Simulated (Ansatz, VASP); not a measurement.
LiH: VASP beside Ansatz

POSCAR

```
LiH
1.0
    0.0000000000      2.0933299084      2.0029948411
    2.0933299084      0.0000000000      2.0029948411
    2.0933299084      2.0933299084      0.0000000000
Li H
1 1
Direct
    0.0000000000      0.0000000000      0.0000000000
    0.5000000000      0.5000000000      0.5000000000
```

The input INCAR.step1:

```
  PREC = Accurate
  ENCUT = 520
  EDIFF = 1E-5
  ISMEAR = 0
  SIGMA = 0.01
  LREAL = F
  LASPH = T
  NELM = 100
  ALGO = Normal
  ISIF = 2
  LWAVE = T
  NBANDS = 9
  GGA = PE
```

File INCAR.step2:

```
  PREC = Accurate
  ENCUT = 520
  EDIFF = 1E-6
  ISMEAR = 0
  SIGMA = 0.01
  LREAL = F
  LASPH = T
  NELM = 100
  ALGO = Normal
  ISIF = 2
  LWAVE = F
  LCHARG = T
  GGA = PE
  LHFCALC = T
  HFSCREEN = 0.2079
  PRECFOCK = Normal
  LELF = T
  LVHAR = T
  NBANDS = 9
  ISTART = 1
```

File KPOINTS:

```
regular mesh
0
Gamma
  8 8 8
```

Input for Ansatz:

```yaml
crystal:
  lattice:
    - [0.0, 2.0933299084, 2.0029948411]
    - [2.0933299084, 0.0, 2.0029948411]
    - [2.0933299084, 2.0933299084, 0.0]
  atoms:
    - { symbol: Li, position: [0.0, 0.0, 0.0] }
    - { symbol: H, position: [0.5, 0.5, 0.5] }
kpoints:
  mp_grid: { grid: [8, 8, 8] }
  band_path:
    path:
      - [0.0, 0.0, 0.0]
      - [0.5, 0.0, 0.5]
      - [0.625, 0.25, 0.625]
      - [0.375, 0.375, 0.75]
      - [0.5, 0.5, 0.5]
      - [0.5, 0.25, 0.75]
      - [0.5, 0.5, 0.0]
      - [0.0, 0.5, 0.5]
    npoints: 1
hamiltonian:
  xc: hse06
scf:
  occupations: { method: fixed }
  n_extra_bands: 4
output:
  forces: true
  stress: true
  eigenvalues: true
  write_density: true
  write_potential: true
  elf: true
  volumetric_format: npy
```

Change from the starting cell: biaxial_xy strain +4.5%.

Alike in both runs: task single point; functional HSE06; k mesh 8 × 8 × 8; no spin polarisation.

|  | VASP | Ansatz |
| --- | --- | --- |
| version | VASP 6.6.1 | Ansatz 0.2.0 |
| potentials or method | VASP PAW PBE potentials, release 64 (Li_sv, H) | plane waves, PAW |
| plane-wave cutoff (eV) | 520 | 420 |
| occupations | gaussian, width 0.01 eV | fixed |
| valence electrons in the cell | 4 | 4 |

```csv
,VASP,Ansatz,Ansatz less VASP
gap on the k mesh at the Fermi level (eV),3.59,3.60,+0.002
```

Ansatz's warnings: stress exchange threshold loose, stress scf threshold loose.

Noted on VASP's run: the cutoff is under 1.25 times that of the potentials, so the pressure is a little rough.
